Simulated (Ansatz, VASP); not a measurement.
One calculation of Zr, two programs

```
CELL_PARAMETERS angstrom
3.04857 0.00000 0.00000
-1.52428 2.64014 0.00000
0.00000 0.00000 4.81964
ATOMIC_POSITIONS crystal
Zr 0.33333 0.66667 0.25000
Zr 0.66667 0.33333 0.75000
```

Alike in both runs: task single point; functional PBEsol; k mesh 6 × 6 × 4; occupations gaussian, width 0.1 eV; no spin polarisation.

|  | VASP | Ansatz |
| --- | --- | --- |
| version | VASP 6.6.1 | Ansatz 0.2.0 |
| potentials or method | VASP PAW PBE potentials, release 64 (Zr_sv), cutoff 520 eV | scalar-relativistic, plane waves, PAW |
| valence electrons in the cell | 24 | 24 |

|  | VASP | Ansatz | Ansatz less VASP |
| --- | --- | --- | --- |
| gap on the k mesh at the Fermi level (eV) | none | none | - |
| pressure (GPa) | 17.7 | 17.7 | -0.09 |
| traceless stress, the component that is largest in VASP (GPa) | 2.18 | 2.17 | -0.010 |

VASP's potentials were made for PBE, not for PBEsol. A gap of «none» marks a metal or a gap that the smearing closes.

The k mesh is coarse, so the values compare programs but aren't converged.
